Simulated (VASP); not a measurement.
# CsBr (Pm-3m) in VASP: notebook

The runs below take CsBr through single point, with LDA, r2SCAN, HSE06.

Program: VASP 6.6.1. These are calculated values, not measurements. Logs are shortened: lines on timing, memory, paths and dates and some standing lists are left out, and cuts for length are marked.

## (1) The cell of the first run

It takes space group Pm-3m (No. 221, cubic). The conventional cell has a = 4.319 Å, b = 4.319 Å, c = 4.319 Å, α = 90.00°, β = 90.00°, γ = 90.00°. Cs (site symmetry m-3m) has 8 Br at 3.74 Å and 6 Cs at 4.32 Å within 4.9 Å. Br (site symmetry m-3m) has 8 Cs at 3.74 Å and 6 Br at 4.32 Å within 4.9 Å.

## (2) Single point, LDA

INCAR reads:

```
SYSTEM = CsBr
ALGO     = Normal         ! electronic algorithm
EDIFF    = 1E-6           ! SCF threshold, eV
ENCUT    = 500            ! plane-wave cutoff, eV
GGA      = CA             ! functional
GGA_COMPAT= .False.      
ISIF     = 2              ! what is computed and relaxed
ISMEAR   = 0              ! smearing method
LASPH    = .True.         ! aspherical terms in the spheres
LCHARG   = .True.         ! write CHGCAR
LELF     = .True.         ! ELF
LREAL    = .False.        ! projectors in reciprocal space
LVHAR    = .True.       
LWAVE    = .False.        ! write WAVECAR
NBANDS   = 15             ! bands
NELM     = 120            ! most SCF steps
PREC     = Accurate       ! precision mode
SIGMA    = 0.01           ! smearing width, eV
```

KPOINTS reads:

```
k-points
0
Gamma
  4 4 4
  0 0 0
```

POSCAR reads:

```
CsBr
1.0
    4.3193781939      0.0000000000      0.0000000000
    0.0000000000      4.3193781939      0.0000000000
    0.0000000000      0.0000000000      4.3193781939
Cs Br
1 1
Direct
    0.0000000000      0.0000000000      0.0000000000
    0.5000000000      0.5000000000      0.5000000000
```

Potentials or basis: VASP PAW LDA potentials, release 64 (Cs_sv, Br).

Run with:

```console
$ cat potpaw_LDA.64/Cs_sv/POTCAR potpaw_LDA.64/Br/POTCAR > POTCAR
$ mpirun -np 1 vasp_std > vasp.out
```

OUTCAR:

```text
SYSTEM = CsBr
   EDIFF = 1E-6
   ENCUT = 500
   GGA = CA
   ISIF = 2
   ISMEAR = 0
   LASPH = .True.
   LREAL = .False.
   NELM = 120
   PREC = Accurate

 ion  position               nearest neighbor table
   1  0.000  0.000  0.000-
   2  0.500  0.500  0.500-

  LATTYP: Found a simple cubic cell.
 ALAT       =     4.3193781939

  Lattice vectors:

 A1 = (   4.3193781939,   0.0000000000,   0.0000000000)
 A2 = (   0.0000000000,   4.3193781939,   0.0000000000)
 A3 = (   0.0000000000,   0.0000000000,   4.3193781939)

Analysis of symmetry for initial positions (statically):
=====================================================================
 Subroutine PRICEL returns:
 Original cell was already a primitive cell.

 Routine SETGRP: Setting up the symmetry group for a
 simple cubic supercell.

 Subroutine GETGRP returns: Found 48 space group operations
[... 9 lines left out ...]

 Routine SETGRP: Setting up the symmetry group for a
 simple cubic supercell.

 Subroutine GETGRP returns: Found 48 space group operations
[... 11 lines left out ...]
                                     Primitive cell

  volume of cell :      80.5868

  direct lattice vectors                    reciprocal lattice vectors
     4.319378194  0.000000000  0.000000000     0.231514805  0.000000000  0.000000000
     0.000000000  4.319378194  0.000000000     0.000000000  0.231514805  0.000000000
     0.000000000  0.000000000  4.319378194     0.000000000  0.000000000  0.231514805

  length of vectors
     4.319378194  4.319378194  4.319378194     0.231514805  0.231514805  0.231514805

  position of ions in fractional coordinates (direct lattice)
     0.000000000  0.000000000  0.000000000
     0.500000000  0.500000000  0.500000000

  ion indices of the primitive-cell ions
   primitive index   ion index
                 1           1
                 2           2

----------------------------------------------------------------------------------------

 KPOINTS: k-points

Automatic generation of k-mesh.
 Grid dimensions read from file:
 generate k-points for:    4    4    4

 Generating k-lattice:

  Cartesian coordinates                     Fractional coordinates (reciprocal lattice)
     0.057878701  0.000000000  0.000000000     0.250000000  0.000000000  0.000000000
     0.000000000  0.057878701  0.000000000     0.000000000  0.250000000  0.000000000
     0.000000000  0.000000000  0.057878701     0.000000000  0.000000000  0.250000000

  Length of vectors
     0.057878701  0.057878701  0.057878701

  Shift w.r.t. Gamma in fractional coordinates (k-lattice)
     0.000000000  0.000000000  0.000000000

 Subroutine IBZKPT returns following result:
 ===========================================

 Found     10 irreducible k-points:

 Following reciprocal coordinates:
            Coordinates               Weight
  0.000000  0.000000  0.000000      1.000000
  0.250000  0.000000  0.000000      6.000000
  0.500000  0.000000  0.000000      3.000000
  0.250000  0.250000  0.000000     12.000000
  0.500000  0.250000  0.000000     12.000000
  0.500000  0.500000  0.000000      3.000000
  0.250000  0.250000  0.250000      8.000000
  0.500000  0.250000  0.250000     12.000000
  0.500000  0.500000  0.250000      6.000000
  0.500000  0.500000  0.500000      1.000000
   k-points           NKPTS =     10   k-points in BZ     NKDIM =     10   number of bands    NBANDS=     15
   number of dos      NEDOS =    301   number of ions     NIONS =      2
   total plane-waves  NPLWV =  32768
   dimension x,y,z NGX =    32 NGY =   32 NGZ =   32
   dimension x,y,z NGXF=    64 NGYF=   64 NGZF=   64
   ions per type =               1   1
   NGX,Y,Z   is equivalent  to a cutoff of  12.32, 12.32, 12.32 a.u.
   NGXF,Y,Z  is equivalent  to a cutoff of  24.63, 24.63, 24.63 a.u.
 SYSTEM =  CsBr
   PREC   = accura    normal or accurate (medium, high low for compatibility)
   ISTART =      0    job   : 0-new  1-cont  2-samecut
   ICHARG =      2    charge: 1-file 2-atom 10-const
   ISPIN  =      1    spin polarized calculation?
   LNONCOLLINEAR =      F non collinear calculations
   LSORBIT =      F    spin-orbit coupling
   LASPH  =      T    aspherical Exc in radial PAW
   ENCUT  =  500.0 eV  36.75 Ry    6.06 a.u.   7.88  7.88  7.88*2*pi/ulx,y,z
   NELM   =    120;   NELMIN=  2; NELMDL= -5     # of ELM steps
   EDIFF  = 0.1E-05   stopping-criterion for ELM
   LREAL  =      F    real-space projection
   EDIFFG = 0.1E-04   stopping-criterion for IOM
   NSW    =      0    number of steps for IOM
   IBRION =     -1    ionic relax: 0-MD 1-quasi-New 2-CG
   NFREE  =      0    steps in history (QN), initial steepest desc. (CG)
   ISIF   =      2    stress and relaxation
   ISYM   =      2    0-nonsym 1-usesym 2-fastsym
   POTIM  = 0.5000    time-step for ionic-motion
   TEBEG  =    0.0;   TEEND  =   0.0 temperature during run
   PSTRESS=    0.0 pullay stress
   NELECT =      16.0000    total number of electrons
   NUPDOWN=      -1.0000    fix difference up-down
   EMIN   =  10.00;   EMAX   =-10.00  energy-range for DOS
   EFERMI =   0.00;   METHOD = LEGACY
   ISMEAR =     0;   SIGMA  =   0.01  broadening in eV -4-tet -1-fermi 0-gaus
   EFERMI_NEDOS =   21; number of points for ismear=-14 and -15
   IALGO  =     38    algorithm
   IMIX   =      4    mixing-type and parameters
     AMIX     =   0.40;   BMIX     =  1.00
     AMIX_MAG =   1.60;   BMIX_MAG =  1.00
  volume/ion in A,a.u.               =      40.29       271.91
  Fermi-wavevector in a.u.,A,eV,Ry     =   0.955052  1.804786 12.410200  0.912124
  Thomas-Fermi vector in A             =   2.083854
   LORBIT       =      0    0 simple, 1 ext, 2 COOP (PROOUT), +10 PAW based schemes
   GGA     = CA    functional components
   LHFCALC =     F    Hartree Fock is set to
   AEXX    =    0.0000 exact exchange contribution
   IVDW    =     0    specifies the selected vdW correction
   LEPSILON=     F    determine dielectric tensor
   LRPA    =     F    only Hartree local field effects (RPA)
 non-spin polarized calculation
 Gauss-broadening in eV      SIGMA  =   0.01
  energy-cutoff  :      500.00
  volume of cell :       80.59
 maximum number of plane-waves:      2103
 NGX is ok and might be reduce to    32
   NGX = 15   NGY = 15   NGZ = 15

 number of electron      16.0000001 magnetization

[... 22 lines left out ...]
      6      -0.5314      2.00000
      7      -0.5314      2.00000
      8      -0.5314      2.00000
      9       3.5256      0.00000
     10       4.1650      0.00000
     11       4.1650      0.00000
     12       8.4360      0.00000
     13       8.4360      0.00000
     14       8.4360      0.00000
     15      11.3550      0.00000

 k-point     2 :       0.2500    0.0000    0.0000
  band No.  band energies     occupation
      1     -20.2529      2.00000
      2     -12.8968      2.00000
      3      -7.0844      2.00000
      4      -6.8244      2.00000
      5      -6.8244      2.00000
      6      -1.3056      2.00000
      7      -0.6315      2.00000
      8      -0.6315      2.00000
      9       4.5477      0.00000
     10       4.8427      0.00000
     11       5.4015      0.00000
     12       8.1691      0.00000
     13       8.1691      0.00000
     14       8.7343      0.00000
     15       9.0665      0.00000

 k-point     3 :       0.5000    0.0000    0.0000
  band No.  band energies     occupation
      1     -20.2274      2.00000
      2     -12.9045      2.00000
      3      -7.2677      2.00000
      4      -6.7716      2.00000
      5      -6.7716      2.00000
      6      -1.8780      2.00000
      7      -0.7363      2.00000
      8      -0.7363      2.00000
      9       5.1624      0.00000
     10       6.4199      0.00000
     11       6.8091      0.00000
     12       7.5571      0.00000
     13       8.1406      0.00000
     14       8.1406      0.00000
     15       9.1453      0.00000

 k-point     4 :       0.2500    0.2500    0.0000
  band No.  band energies     occupation
      1     -20.2295      2.00000
      2     -12.8726      2.00000
      3      -7.1814      2.00000
      4      -7.0358      2.00000
      5      -6.7825      2.00000
      6      -1.3267      2.00000
      7      -0.8781      2.00000
      8      -0.6304      2.00000
      9       4.9439      0.00000
     10       5.2810      0.00000
     11       6.1987      0.00000
     12       7.2694      0.00000
     13       7.7848      0.00000
     14       8.4048      0.00000
     15       9.5098      0.00000

 k-point     5 :       0.5000    0.2500    0.0000
  band No.  band energies     occupation
      1     -20.2057      2.00000
      2     -12.8492      2.00000
      3      -7.3612      2.00000
      4      -7.1399      2.00000
      5      -6.7394      2.00000
      6      -1.4831      2.00000
      7      -0.9493      2.00000
      8      -0.6341      2.00000
      9       5.0437      0.00000
     10       5.4947      0.00000
     11       7.0781      0.00000
     12       7.2050      0.00000
     13       7.3246      0.00000
     14       8.6547      0.00000
     15       9.8794      0.00000

 k-point     6 :       0.5000    0.5000    0.0000
  band No.  band energies     occupation
      1     -20.1837      2.00000
      2     -12.7918      2.00000
      3      -7.4605      2.00000
      4      -7.4605      2.00000
      5      -6.7067      2.00000
      6      -1.1102      2.00000
      7      -1.1102      2.00000
      8      -0.5242      2.00000
      9       4.4427      0.00000
     10       4.7157      0.00000
     11       6.5212      0.00000
     12       6.5212      0.00000
     13      10.0887      0.00000
     14      10.0887      0.00000
     15      10.4781      0.00000

 k-point     7 :       0.2500    0.2500    0.2500
  band No.  band energies     occupation
      1     -20.2071      2.00000
      2     -12.8379      2.00000
      3      -7.1108      2.00000
      4      -7.1108      2.00000
      5      -7.0512      2.00000
      6      -1.0836      2.00000
      7      -1.0696      2.00000
      8      -1.0696      2.00000
      9       6.0348      0.00000
     10       6.2559      0.00000
     11       6.2559      0.00000
     12       6.7244      0.00000
     13       7.1937      0.00000
     14       7.1937      0.00000
     15      11.5082      0.00000

 k-point     8 :       0.5000    0.2500    0.2500
  band No.  band energies     occupation
      1     -20.1846      2.00000
      2     -12.8029      2.00000
      3      -7.3644      2.00000
      4      -7.1116      2.00000
      5      -7.0366      2.00000
      6      -1.4206      2.00000
      7      -1.2646      2.00000
      8      -0.8566      2.00000
      9       5.7865      0.00000
     10       5.9837      0.00000
     11       6.3314      0.00000
     12       7.2777      0.00000
     13       7.8370      0.00000
     14       8.6532      0.00000
     15      10.7933      0.00000

 k-point     9 :       0.5000    0.5000    0.2500
  band No.  band energies     occupation
      1     -20.1632      2.00000
      2     -12.7551      2.00000
      3      -7.3729      2.00000
      4      -7.3729      2.00000
      5      -7.0064      2.00000
      6      -1.4114      2.00000
      7      -1.4114      2.00000
      8      -1.1919      2.00000
      9       5.8696      0.00000
     10       6.0836      0.00000
     11       6.8285      0.00000
     12       6.8285      0.00000
     13       9.3571      0.00000
     14       9.3571      0.00000
     15      10.5780      0.00000

 k-point    10 :       0.5000    0.5000    0.5000
  band No.  band energies     occupation
      1     -20.1425      2.00000
      2     -12.7177      2.00000
      3      -7.2794      2.00000
      4      -7.2794      2.00000
      5      -7.2794      2.00000
      6      -1.7051      2.00000
      7      -1.7051      2.00000
      8      -1.7051      2.00000
      9       7.5372      0.00000
     10       7.5372      0.00000
     11       7.5372      0.00000
     12       8.2638      0.00000
     13       8.2638      0.00000
     14       8.2638      0.00000
     15      10.6849      0.00000

------------------------ aborting loop because EDIFF is reached ----------------------------------------

  FORCE on cell =-STRESS in cart. coord.  units (eV):
  Direction    XX          YY          ZZ          XY          YZ          ZX
  --------------------------------------------------------------------------------------
  -------------------------------------------------------------------------------------
  Total       -0.9414329     -0.9414329     -0.9414329     -0.0000000      0.0000000     -0.0000000
  in kB      -18.7170000    -18.7170000    -18.7170000     -0.0000000      0.0000000     -0.0000000
  external PRESSURE =     -18.7170000 kB  Pullay stress =       0.0000000 kB

 VOLUME and BASIS-vectors are now :
 -----------------------------------------------------------------------------
  energy-cutoff  :      500.00
  volume of cell :       80.59
      direct lattice vectors                 reciprocal lattice vectors
     4.319378194  0.000000000  0.000000000     0.231514805  0.000000000  0.000000000
     0.000000000  4.319378194  0.000000000     0.000000000  0.231514805  0.000000000
     0.000000000  0.000000000  4.319378194     0.000000000  0.000000000  0.231514805

 POSITION                                       TOTAL-FORCE (eV/Angst)
 -----------------------------------------------------------------------------------
      0.00000      0.00000      0.00000         0.000000      0.000000      0.000000
      2.15969      2.15969      2.15969         0.000000      0.000000      0.000000
 -----------------------------------------------------------------------------------
    total drift:                                0.000000      0.000000     -0.000000

  FREE ENERGIE OF THE ION-ELECTRON SYSTEM (eV)
  ---------------------------------------------------
  free  energy   TOTEN  =        -6.7310346673 eV

  energy  without entropy=       -6.7310346673  energy(sigma->0) =       -6.73103467
```

Run time: 3.5 s. Hardware: 1 thread of Intel Xeon 6975P-C (Granite Rapids), shared host; peak memory 0.15 GiB.

Results:

- Free energy: -6.7310 eV
- Pressure: -1.9 GPa
- Band gap on the k mesh: 4.05 eV, indirect (least direct gap 4.06 eV)

Caveat: spin-orbit coupling is left out, which moves the levels of the heavy elements.

## (3) Single point, r2SCAN

POSCAR is that of step 2.

INCAR.step1 reads:

```
ALGO = Normal
EDIFF = 1E-5
ENCUT = 550
GGA = PE
GGA_COMPAT = F
ISMEAR = 0
LASPH = T
LCHARG = F
LREAL = F
LWAVE = T
NBANDS = 15
NELM = 120
PREC = Accurate
SIGMA = 0.01
```

INCAR.step2 reads:

```
ALGO = Normal
EDIFF = 1E-6
ENCUT = 550
GGA_COMPAT = F
ISIF = 2
ISMEAR = 0
ISTART = 1
LASPH = T
LCHARG = F
LMIXTAU = T
LREAL = F
LWAVE = F
METAGGA = R2SCAN
NBANDS = 15
NELM = 120
PREC = Accurate
SIGMA = 0.01
```

KPOINTS reads:

```
k-points
0
Gamma
  4 4 4
```

Potentials or basis: VASP PAW PBE potentials, release 64 (Cs_sv, Br).

Run with:

```console
$ cat potpaw_PBE.64/Cs_sv/POTCAR potpaw_PBE.64/Br/POTCAR > POTCAR
$ cp INCAR.step1 INCAR
$ mpirun -np 1 vasp_std > vasp.out
$ cp INCAR.step2 INCAR
$ mpirun -np 1 vasp_std > vasp.out
```

It took 26 s on 1 thread of Intel Xeon 6975P-C (Granite Rapids), shared host; peak memory 0.22 GiB.

It converged, with:

```yaml
Free_energy: -42.3245 eV
Pressure: 0.1 GPa
Band_gap_on_the_k_mesh: 5.19 eV, indirect (the least direct gap lies 4.9 meV higher)
```

Levels at points of the mesh, in eV from the valence-band top:
```tsv
k point	band 4	band 5	band 6	band 7	band 8	band 9	band 10	band 11	band 12	band 13
(0.00, 0.00, 0.00)	-6.57	-6.57	0.00	0.00	0.00	5.19	5.42	5.42	9.75	9.75
(0.50, 0.00, 0.00)	-6.47	-6.47	-1.26	-0.20	-0.20	6.43	7.85	8.37	8.94	9.49
(0.50, 0.50, 0.00)	-7.12	-6.41	-0.58	-0.58	0.00	5.83	6.11	7.85	7.85	11.65
(0.50, 0.50, 0.50)	-6.95	-6.95	-1.13	-1.13	-1.13	8.89	8.89	8.89	9.78	9.78
```

Caveat: the PAW data sets were made with another functional, which shifts forces and pressure a little; spin-orbit coupling is left out, which moves the levels of the heavy elements. r2SCAN opens gaps a little over a GGA but as a rule still falls short of measured ones.

## (4) Single point, HSE06

POSCAR is that of step 3.

INCAR.step1 reads:

```
SYSTEM = CsBr
PREC     = Accurate       ! precision mode
ENCUT    = 400            ! plane-wave cutoff, eV
EDIFF    = 1E-5           ! SCF threshold, eV
ISMEAR   = 0              ! smearing method
SIGMA    = 0.01           ! smearing width, eV
LREAL    = .False.        ! projectors in reciprocal space
LASPH    = .True.         ! aspherical terms in the spheres
NELM     = 120            ! most SCF steps
ALGO     = Normal         ! electronic algorithm
ISIF     = 2              ! what is computed and relaxed
LWAVE    = .True.         ! write WAVECAR
GGA      = PE             ! functional
NBANDS   = 15             ! bands
GGA_COMPAT= .False.
```

INCAR.step2 reads:

```
SYSTEM = CsBr
PREC     = Accurate       ! precision mode
ENCUT    = 400            ! plane-wave cutoff, eV
EDIFF    = 1E-6           ! SCF threshold, eV
ISMEAR   = 0              ! smearing method
SIGMA    = 0.01           ! smearing width, eV
LREAL    = .False.        ! projectors in reciprocal space
LASPH    = .True.         ! aspherical terms in the spheres
NELM     = 120            ! most SCF steps
ALGO     = Normal         ! electronic algorithm
ISIF     = 2              ! what is computed and relaxed
LWAVE    = .False.        ! write WAVECAR
LCHARG   = .True.         ! write CHGCAR
GGA      = PE             ! functional
LHFCALC  = .True.         ! exact exchange
HFSCREEN = 0.2079         ! screening, 1/A
PRECFOCK = Normal       
LELF     = .True.         ! ELF
LVHAR    = .True.       
ISTART   = 1            
NBANDS   = 15             ! bands
GGA_COMPAT= .False.
```

KPOINTS reads:

```
regular mesh
0
Gamma
  4 4 4
  0 0 0
```

Run with:

```console
$ cat potpaw_PBE.64/Cs_sv/POTCAR potpaw_PBE.64/Br/POTCAR > POTCAR
$ cp INCAR.step1 INCAR
$ mpirun -np 1 vasp_std > vasp.out
$ cp INCAR.step2 INCAR
$ mpirun -np 1 vasp_std > vasp.out
```

Wall time 2.4 min (1 thread of Intel Xeon 6975P-C (Granite Rapids), shared host); peak memory 0.26 GiB.

Results (log left out):

```
Free energy            : -6.9989 eV
Pressure               : 0.4 GPa
Band gap on the k mesh : 5.60 eV, indirect (least direct gap 5.60 eV)
```

Levels at points of the mesh, in eV from the valence-band top:
| k point | band 6 | band 7 | band 8 | band 9 | band 10 | band 11 |
| --- | --- | --- | --- | --- | --- | --- |
| (0.00, 0.00, 0.00) | -0.01 | -0.01 | -0.01 | 5.60 | 6.08 | 6.08 |
| (0.50, 0.00, 0.00) | -1.34 | -0.20 | -0.20 | 7.14 | 8.47 | 8.86 |
| (0.50, 0.50, 0.00) | -0.61 | -0.61 | 0.00 | 6.42 | 6.68 | 8.48 |
| (0.50, 0.50, 0.50) | -1.19 | -1.19 | -1.19 | 9.57 | 9.57 | 9.57 |

Caveat: the PAW data sets were made with another functional, which shifts forces and pressure a little; spin-orbit coupling is left out, which moves the levels of the heavy elements.

## (5) Summary

```csv
level,potentials or basis,cutoff (eV),grid for exact exchange (PRECFOCK),screening parameter,gap on the mesh (eV),pressure (GPa)
LDA,"VASP PAW LDA potentials, release 64 (Cs_sv, Br)",500,-,-,4.05,-1.9
r2SCAN,"VASP PAW PBE potentials, release 64 (Cs_sv, Br)",550,-,-,5.19,0.1
HSE06,"VASP PAW PBE potentials, release 64 (Cs_sv, Br)",400,Normal,0.2079 1/Å,5.60,0.4
```

Alike in all rows: task single point; no spin polarisation; cell as given; k mesh 4 × 4 × 4; smearing gaussian 0.01 eV.

Caveats: spin-orbit coupling is left out, which moves the levels of the heavy elements; the PAW data sets were made with another functional, which shifts forces and pressure a little (some runs).

Total energies depend on the potentials used, so only differences within one code and one set of settings carry meaning.
